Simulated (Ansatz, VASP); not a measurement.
# MgO: VASP beside Ansatz

```
Mg O
1.0
     0.00000    2.10850    2.10850
     2.10850    0.00000    2.10850
     2.10850    2.10850    0.00000
Mg O
1 1
Cartesian
  0.0000 0.0000 0.0000
  2.1085 2.1085 2.1085
```

Alike in both runs: task relaxation of cell and atoms; functional PBE; k mesh 11 × 11 × 11; no spin polarisation.

```csv
,VASP,Ansatz
version,VASP 6.6.1,Ansatz 0.2.0
potentials or method,"VASP PAW PBE potentials, release 64 (Mg, O)","plane waves, PAW"
plane-wave cutoff (eV),600,420
occupations,"gaussian, width 0.01 eV",fixed
valence electrons in the cell,8,16
```

|  | VASP | Ansatz | Ansatz less VASP |
| --- | --- | --- | --- |
| relaxed volume (Å³/atom) | 9.56 | 9.62 | +0.060 |
| relaxed cell length with the largest relative difference (Å) | 3.002 | 3.008 | +0.0063 |

VASP's potentials hold 8 valence electrons a cell and Ansatz's 16, so a difference there can come from the potentials and not from the codes. Ansatz's warnings: stress scf threshold loose.
